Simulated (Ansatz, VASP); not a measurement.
**Two plane-wave programs on PbSe**

Contents of INCAR:

```
PREC = Accurate ; ENCUT = 520
EDIFF = 1E-6 ; ISMEAR = 0
SIGMA = 0.05 ; LREAL = False
LASPH = True ; NELM = 80
ALGO = Normal ; ISIF = 2
LWAVE = False ; LCHARG = False
GGA = PE ; NBANDS = 17
```

The input KPOINTS:

```
regular mesh
0
Gamma
  6 6 6
```

The input POSCAR:

```
PbSe
1.0
    0.0000000000      3.0842268718      3.0842268718
    3.0842268718      0.0000000000      3.0842268718
    3.0842268718      3.0842268718      0.0000000000
Pb Se
1 1
Direct
    0.5000000000      0.5000000000      0.5000000000
    0.0000000000      0.0000000000      0.0000000000
```

Input for Ansatz:

```yaml
crystal:
  lattice:
    - [0.0, 3.0842268718, 3.0842268718]
    - [3.0842268718, 0.0, 3.0842268718]
    - [3.0842268718, 3.0842268718, 0.0]
  atoms:
    - { symbol: Pb, position: [0.5, 0.5, 0.5] }
    - { symbol: Se, position: [0.0, 0.0, 0.0] }
basis:
  ecutwfc: 420
  ecutrho_ratio: 4
kpoints:
  mp_grid: { grid: [6, 6, 6] }
hamiltonian:
  xc: pbe
scf:
  occupations: { method: gaussian, width: 0.05 }
output:
  forces: true
  stress: true
  eigenvalues: true
```

Alike in both runs: task single point; functional PBE; k mesh 6 × 6 × 6; occupations gaussian, width 0.05 eV; no spin polarisation.

```csv
,VASP,Ansatz
version,VASP 6.6.1,Ansatz 0.2.0
potentials or method,"VASP PAW PBE potentials, release 64 (Pb_d, Se), cutoff 520 eV","scalar-relativistic, plane waves, PAW"
valence electrons in the cell,20,30
```

Ansatz gave:

| Item | Value |
| --- | --- |
| gap on the k mesh at the Fermi level (eV) | 0.36 |
| least direct gap on the mesh (eV) | 0.36 |
| pressure (GPa) | 1.1 |

Problem. Which values does VASP return?

Solution. gap on the k mesh at the Fermi level (eV): 0.37; least direct gap on the mesh (eV): 0.37; pressure (GPa): 1.1.

With one functional, cell and mesh, what is left measures potentials, basis and numerics. VASP's potentials hold 20 valence electrons a cell and Ansatz's 30, so a difference there can come from the potentials and not from the codes.

Spin-orbit coupling is off throughout.
